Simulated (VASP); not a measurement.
Crystal: Hf.

```
Hf
1.0
     0.00000    2.19000    2.19000
     2.19000    0.00000    2.19000
     2.19000    2.19000    0.00000
Hf
1
Direct
  0.00000 0.00000 0.00000
```

This isn't the form of Hf at room conditions, which is hcp.

Base run:

* Program: VASP 6.6.1
* Functional: PBE
* Potentials or basis: VASP PAW PBE potentials, release 64 (Hf_pv)
* Cutoff: 520 eV
* k mesh: 16 × 16 × 16
* Occupations: fermi-dirac, width 0.03 eV
* Spin: no spin polarisation

Its results: band gap on the k mesh zero (bands 5 and 6 overlap by 1.84 eV); pressure 7.6 GPa.

Q: The run is repeated on the same cell with these changes: functional from PBE to r2SCAN; cutoff from 520 eV to 440 eV. What comes out?

A: Band gap on the k mesh zero (bands 5 and 6 overlap by 2.08 eV); pressure 7.0 GPa.

Caveats: the cell stands under pressure; spin-orbit coupling is left out, which moves the levels of the heavy elements; the PAW data sets were made with another functional, which shifts forces and pressure a little (at least some runs).
